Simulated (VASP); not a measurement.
# HC18O in VASP: a series of runs

HC18O is run at these levels: PBEsol; tasks: single point.

Program: VASP 6.6.1. These are calculated values, not measurements. Logs are shortened: lines on timing, memory, paths and dates and some standing lists are left out, and cuts for length are marked.

**1. The cell of the first run**

The cell holds a slab with vacuum, 20 atoms: a = 7.398 Å, b = 7.398 Å, c = 11.000 Å, α = 90.00°, β = 90.00°, γ = 120.00°.

**2. Single point, PBEsol, collinear spin, zero start**

Input file INCAR:

```
ALGO = Normal
EDIFF = 1E-7
ENCUT = 520
GGA = PS
ISIF = 2
ISMEAR = 0
ISPIN = 2
LASPH = T
LCHARG = F
LORBIT = 11
LREAL = Auto
LWAVE = F
MAGMOM = 0 0 0 0 0 0 0 0 0 0 0 0 0 0 0 0 0 0 0 0
NBANDS = 60
NELM = 150
PREC = Accurate
SIGMA = 0.02
```

Input file KPOINTS:

```
k-points
0
Gamma
  2 2 1
```

Input file POSCAR:

```
HC18O
1.0
    7.3980000000      0.0000000000      0.0000000000
   -3.6990000000      6.4068560000      0.0000000000
    0.0000000000      0.0000000000     11.0000000000
C O H
18 1 1
Direct
   -0.0058862880      0.0018589461      0.0792310000
    0.2160864417      0.1127303314      0.0796218182
   -0.0053936018      0.3354479951      0.0844938182
    0.2149650068      0.4438045743      0.0921091818
   -0.0051398149      0.6689555688      0.0840498182
    0.2149166629      0.7807795274      0.0912189091
    0.3268826442      0.0008269267      0.0839627273
    0.5499234380      0.1134408203      0.0856998182
    0.3271123926      0.3355324359      0.0844215455
    0.5500833430      0.4459928552      0.0858473636
    0.3271734998      0.6685124498      0.1288943636
    0.5519865408      0.7806654309      0.0916159091
    0.6602814655      0.0008056994      0.0841896364
    0.8829114854      0.1126953688      0.0797451818
    0.6606726494      0.3349881752      0.0852981818
    0.8822583368      0.4459749056      0.0858803636
    0.6604278528      0.6689941213      0.0842052727
    0.8830489914      0.7797695157      0.0796129091
    0.3287103971      0.6780417728      0.2636373636
    0.2783411734      0.5365658289      0.2935377273
```

Potentials or basis: VASP PAW PBE potentials, release 64 (C, O, H).

On the command line:

```
cat potpaw_PBE.64/C/POTCAR potpaw_PBE.64/O/POTCAR potpaw_PBE.64/H/POTCAR > POTCAR
mpirun -np 1 vasp_std > vasp.out
```

OUTCAR:

```text
EDIFF = 1E-7
   ENCUT = 520
   GGA = PS
   ISIF = 2
   ISMEAR = 0
   ISPIN = 2
   LASPH = T
   LORBIT = 11
   LREAL = Auto
   NELM = 150
   PREC = Accurate

 ion  position               nearest neighbor table
   1  0.994  0.002  0.079-   2 1.42  14 1.42  18 1.42
   2  0.216  0.113  0.080-   1 1.42   7 1.43   9 1.43
   3  0.995  0.335  0.084-   4 1.41  16 1.43  14 1.43
   4  0.215  0.444  0.092-   3 1.41   9 1.41  11 1.50
   5  0.995  0.669  0.084-   6 1.41  18 1.43  16 1.43
   6  0.215  0.781  0.091-   5 1.41   7 1.41  11 1.50
   7  0.327  0.001  0.084-   6 1.41   2 1.43   8 1.43
   8  0.550  0.113  0.086-  15 1.42  13 1.43   7 1.43
   9  0.327  0.336  0.084-   4 1.41   2 1.43  10 1.43
  10  0.550  0.446  0.086-  15 1.42   9 1.43  17 1.43
  11  0.327  0.669  0.129-  19 1.48   4 1.50   6 1.50  12 1.50
  12  0.552  0.781  0.092-  17 1.41  13 1.41  11 1.50
  13  0.660  0.001  0.084-  12 1.41  14 1.43   8 1.43
  14  0.883  0.113  0.080-   1 1.42  13 1.43   3 1.43
  15  0.661  0.335  0.085-   8 1.42  16 1.42  10 1.42
  16  0.882  0.446  0.086-  15 1.42   3 1.43   5 1.43
  17  0.660  0.669  0.084-  12 1.41  18 1.43  10 1.43
  18  0.883  0.780  0.080-   1 1.42   5 1.43  17 1.43
  19  0.329  0.678  0.264-  20 0.98  11 1.48
  20  0.278  0.537  0.294-  19 0.98

  LATTYP: Found a hexagonal cell.
 ALAT       =     7.3980000000
 C/A-ratio  =     1.4868883482

  Lattice vectors:

 A1 = (   7.3980000000,   0.0000000000,   0.0000000000)
 A2 = (  -3.6990000000,   6.4068560000,   0.0000000000)
 A3 = (   0.0000000000,   0.0000000000,  11.0000000000)

Analysis of symmetry for initial positions (statically):
=====================================================================
 Subroutine PRICEL returns:
 Original cell was already a primitive cell.

 Routine SETGRP: Setting up the symmetry group for a
 hexagonal supercell.

 Subroutine GETGRP returns: Found  1 space group operations
 (whereof  1 operations were pure point group operations)
 out of a pool of 24 trial point group operations.

The static configuration has the point symmetry C_1 .

Analysis of symmetry for dynamics (positions and initial velocities):
=====================================================================
 Subroutine PRICEL returns:
 Original cell was already a primitive cell.

 Routine SETGRP: Setting up the symmetry group for a
 hexagonal supercell.

 Subroutine GETGRP returns: Found  1 space group operations
 (whereof  1 operations were pure point group operations)
 out of a pool of 24 trial point group operations.

The dynamic configuration has the point symmetry C_1 .

Analysis of structural, dynamic, and magnetic symmetry:
=====================================================================
 Subroutine PRICEL returns:
 Original cell was already a primitive cell.

 Routine SETGRP: Setting up the symmetry group for a
 hexagonal supercell.

 Subroutine GETGRP returns: Found  1 space group operations
 (whereof  1 operations were pure point group operations)
 out of a pool of 24 trial point group operations.

The overall configuration has the point symmetry C_1 .

 Subroutine INISYM returns: Found  1 space group operations
 (whereof  1 operations are pure point group operations),
 and found     1 'primitive' translations

----------------------------------------------------------------------------------------

                                     Primitive cell

  volume of cell :     521.3771

  direct lattice vectors                    reciprocal lattice vectors
     7.398000000  0.000000000  0.000000000     0.135171668  0.078041398  0.000000000
    -3.699000000  6.406856000  0.000000000     0.000000000  0.156082796  0.000000000
     0.000000000  0.000000000 11.000000000     0.000000000  0.000000000  0.090909091

  length of vectors
     7.398000000  7.398000054 11.000000000     0.156082797  0.156082796  0.090909091

  position of ions in fractional coordinates (direct lattice)
     0.994113712  0.001858946  0.079231000
     0.216086442  0.112730331  0.079621818
[... 75 lines left out ...]
   number of dos      NEDOS =    301   number of ions     NIONS =     20
   total plane-waves  NPLWV = 263424
   dimension x,y,z NGX =    56 NGY =   56 NGZ =   84
   dimension x,y,z NGXF=   112 NGYF=  112 NGZF=  168
   ions per type =              18   1   1
   NGX,Y,Z   is equivalent  to a cutoff of  12.58, 12.58, 12.70 a.u.
   NGXF,Y,Z  is equivalent  to a cutoff of  25.17, 25.17, 25.39 a.u.
 SYSTEM =  unknown system
   PREC   = accura    normal or accurate (medium, high low for compatibility)
   ISTART =      0    job   : 0-new  1-cont  2-samecut
   ICHARG =      2    charge: 1-file 2-atom 10-const
   ISPIN  =      2    spin polarized calculation?
   LNONCOLLINEAR =      F non collinear calculations
   LSORBIT =      F    spin-orbit coupling
   LASPH  =      T    aspherical Exc in radial PAW
   ENCUT  =  520.0 eV  38.22 Ry    6.18 a.u.  13.76 13.76 20.45*2*pi/ulx,y,z
   NELM   =    150;   NELMIN=  2; NELMDL= -5     # of ELM steps
   EDIFF  = 0.1E-06   stopping-criterion for ELM
   LREAL  =      T    real-space projection
   EDIFFG = 0.1E-05   stopping-criterion for IOM
   NSW    =      0    number of steps for IOM
   IBRION =     -1    ionic relax: 0-MD 1-quasi-New 2-CG
   NFREE  =      0    steps in history (QN), initial steepest desc. (CG)
   ISIF   =      2    stress and relaxation
   ISYM   =      2    0-nonsym 1-usesym 2-fastsym
   POTIM  = 0.5000    time-step for ionic-motion
   TEBEG  =    0.0;   TEEND  =   0.0 temperature during run
   PSTRESS=    0.0 pullay stress
   NELECT =      79.0000    total number of electrons
   NUPDOWN=      -1.0000    fix difference up-down
   EMIN   =  10.00;   EMAX   =-10.00  energy-range for DOS
   EFERMI =   0.00;   METHOD = LEGACY
   ISMEAR =     0;   SIGMA  =   0.02  broadening in eV -4-tet -1-fermi 0-gaus
   EFERMI_NEDOS =   21; number of points for ismear=-14 and -15
   IALGO  =     38    algorithm
   IMIX   =      4    mixing-type and parameters
     AMIX     =   0.40;   BMIX     =  1.00
     AMIX_MAG =   1.60;   BMIX_MAG =  1.00
  volume/ion in A,a.u.               =      26.07       175.92
  Fermi-wavevector in a.u.,A,eV,Ry     =   0.872770  1.649296 10.363934  0.761728
  Thomas-Fermi vector in A             =   1.992066
   LORBIT       =     11    0 simple, 1 ext, 2 COOP (PROOUT), +10 PAW based schemes
   GGA     = PS    functional components
   LHFCALC =     F    Hartree Fock is set to
   AEXX    =    0.0000 exact exchange contribution
   IVDW    =     0    specifies the selected vdW correction
   LEPSILON=     F    determine dielectric tensor
   LRPA    =     F    only Hartree local field effects (RPA)
 spin polarized calculation
 Gauss-broadening in eV      SIGMA  =   0.02
  energy-cutoff  :      520.00
  volume of cell :      521.38
 maximum number of plane-waves:     14099
 NGX is ok and might be reduce to    56
   NGX = 27   NGY = 27   NGZ = 41

 number of electron      78.9999999 magnetization      -0.0000000

 number of electron      78.9999999 magnetization       0.0000000

 Free energy of the ion-electron system (eV)
  ---------------------------------------------------
  ext. energy  EPLUGINS =         0.00000000
  ---------------------------------------------------
  free energy    TOTEN  =      -182.22674841 eV

  energy without entropy =     -182.22674841  energy(sigma->0) =     -182.22674841

 E-fermi :  -1.8759     XC(G=0):  -4.2091

 val. band max:       -2.0262508139   @ k =   0.0000   0.5000   0.0000
 cond. band min:      -1.6085503637   @ k =   0.0000   0.0000   0.0000
 fundamental gap:      0.4177004503
 Fermi energy:        -1.8759268542

 spin component 1

 k-point     1 :       0.0000    0.0000    0.0000
  band No.  band energies     occupation
      1     -22.7742      1.00000
      2     -20.8694      1.00000
      3     -18.5421      1.00000
      4     -18.5234      1.00000
      5     -18.5095      1.00000
      6     -18.4233      1.00000
[... 205 lines left out ...]
     50       4.4482      0.00000
     51       4.5396      0.00000
 Fermi energy:        -1.8759268542

 spin component 2

 k-point     1 :       0.0000    0.0000    0.0000
  band No.  band energies     occupation
      1     -22.7742      1.00000
      2     -20.8694      1.00000
      3     -18.5421      1.00000
      4     -18.5234      1.00000
      5     -18.5095      1.00000
      6     -18.4233      1.00000
[... 205 lines left out ...]
     50       4.4482      0.00000
     51       4.5396      0.00000
 [bands above 51 left out]

------------------------ aborting loop because EDIFF is reached ----------------------------------------

  FORCE on cell =-STRESS in cart. coord.  units (eV):
  Direction    XX          YY          ZZ          XY          YZ          ZX
  --------------------------------------------------------------------------------------
  -------------------------------------------------------------------------------------
  Total       -2.7414999     -2.9717909      0.0922497     -0.0127480     -0.0611032      0.0454837
  in kB       -8.4245525     -9.1322305      0.2834807     -0.0391742     -0.1877685      0.1397700
  external PRESSURE =      -5.7577674 kB  Pullay stress =       0.0000000 kB

 VOLUME and BASIS-vectors are now :
 -----------------------------------------------------------------------------
  energy-cutoff  :      520.00
  volume of cell :      521.38
      direct lattice vectors                 reciprocal lattice vectors
     7.398000000  0.000000000  0.000000000     0.135171668  0.078041398  0.000000000
    -3.699000000  6.406856000  0.000000000     0.000000000  0.156082796  0.000000000
     0.000000000  0.000000000 11.000000000     0.000000000  0.000000000  0.090909091

 POSITION                                       TOTAL-FORCE (eV/Angst)
 -----------------------------------------------------------------------------------
      7.34758      0.01191      0.87154         0.000155     -0.005578     -0.002702
      1.18162      0.72225      0.87584        -0.002437     -0.001261     -0.006510
      6.11728      2.14917      0.92943        -0.010322      0.001665     -0.003075
     -0.05132      2.84339      1.01320        -0.004422      0.015662     -0.009075
      4.88551      4.28590      0.92455        -0.002127     -0.001403      0.001042
     -1.29815      5.00234      1.00341         0.010098     -0.009747     -0.004853
[... 12 lines left out ...]
     -0.07628      4.34412      2.90001        -0.021625      0.092575      0.061693
      0.07441      3.43770      3.22892         0.038677     -0.103238      0.072700
 -----------------------------------------------------------------------------------
    total drift:                               -0.005925     -0.019170      0.003033

  FREE ENERGIE OF THE ION-ELECTRON SYSTEM (eV)
  ---------------------------------------------------
  free  energy   TOTEN  =      -182.2267484067 eV

  energy  without entropy=     -182.2267484067  energy(sigma->0) =     -182.22674841

 total charge

# of ion       s       p       d       tot
------------------------------------------
    1        0.858   1.789   0.000   2.647
    2        0.860   1.770   0.000   2.630
    3        0.860   1.773   0.000   2.633
    4        0.856   1.770   0.000   2.626
    5        0.860   1.774   0.000   2.634
    6        0.858   1.767   0.000   2.625
[... 12 lines left out ...]
   19        1.573   3.532   0.000   5.105
   20        0.617   0.119   0.000   0.737
--------------------------------------------------
tot         17.600  35.535   0.000  53.134

 magnetization (x)

# of ion       s       p       d       tot
------------------------------------------
    1        0.000   0.000   0.000   0.000
    2       -0.000  -0.000   0.000  -0.000
    3        0.000   0.000   0.000   0.000
    4       -0.000  -0.000   0.000  -0.000
    5       -0.000   0.000   0.000   0.000
    6        0.000   0.000   0.000   0.000
[... 12 lines left out ...]
   19        0.000   0.000   0.000   0.000
   20       -0.000  -0.000   0.000  -0.000
--------------------------------------------------
tot          0.000   0.000   0.000   0.000
```

It took 5.2 min on 1 thread of Intel Xeon 6975P-C (Granite Rapids), shared host; peak memory 0.82 GiB.

Results:

```
Free energy                                           : -182.2267 eV
Largest force                                         : 0.132 eV/Å
Net moment                                            : 0.00 μB per cell
Valence electrons inside the program's atomic spheres : C 2.65, 2.63, 2.62, 2.64, 2.52 (each value once); O 5.11; H 0.74
```

Forces on the atoms (eV/Å):
```
C    0.000 -0.006 -0.003
C   -0.002 -0.001 -0.007
C   -0.010  0.002 -0.003
C   -0.004  0.016 -0.009
C   -0.002 -0.001  0.001
C    0.010 -0.010 -0.005
C    0.000  0.001  0.000
C    0.000 -0.002  0.005
C    0.002 -0.003  0.002
C   -0.003  0.006  0.002
C   -0.002  0.017 -0.103
C   -0.018 -0.009 -0.007
C    0.003 -0.003 -0.008
C   -0.004  0.000  0.000
C    0.002  0.003  0.000
C   -0.002  0.007  0.004
C    0.007 -0.005 -0.001
C    0.005  0.000 -0.003
O   -0.022  0.093  0.062
H    0.039 -0.103  0.073
```

Levels at points of the mesh, in eV from the Fermi level:
Spin up:
```csv
k point,band 37,band 38,band 39,band 40,band 41,band 42,band 43,band 44
"(0.00, 0.00, 0.00)",-2.17,-1.83,0.27,0.40,0.47,2.05,3.63,4.89
"(0.50, 0.00, 0.00)",-2.22,-2.20,-1.69,-0.17,2.16,2.74,2.87,2.96
"(0.00, 0.50, 0.00)",-2.27,-2.07,-1.79,-0.15,2.14,2.76,2.81,3.00
"(0.50, 0.50, 0.00)",-2.24,-2.16,-1.71,-0.17,2.15,2.74,2.86,2.98
```
Spin down:
```csv
k point,band 36,band 37,band 38,band 39,band 40,band 41,band 42,band 43,band 44,band 45
"(0.00, 0.00, 0.00)",-2.61,-2.17,-1.83,0.27,0.40,0.47,2.05,3.63,4.89,5.06
"(0.50, 0.00, 0.00)",-2.35,-2.22,-2.20,-1.69,-0.17,2.16,2.74,2.87,2.96,4.32
"(0.00, 0.50, 0.00)",-2.28,-2.27,-2.07,-1.79,-0.15,2.14,2.76,2.81,3.00,4.30
"(0.50, 0.50, 0.00)",-2.33,-2.24,-2.16,-1.71,-0.17,2.15,2.74,2.86,2.98,4.30
```

Caveat: the k points lie up to 0.49 Å⁻¹ apart; there is no dipole correction, which matters where the two faces differ; no moment was typed at the start, so none could form; the PAW data sets were made with another functional, which shifts forces and pressure a little.

(Continued in part 2 of 2.)
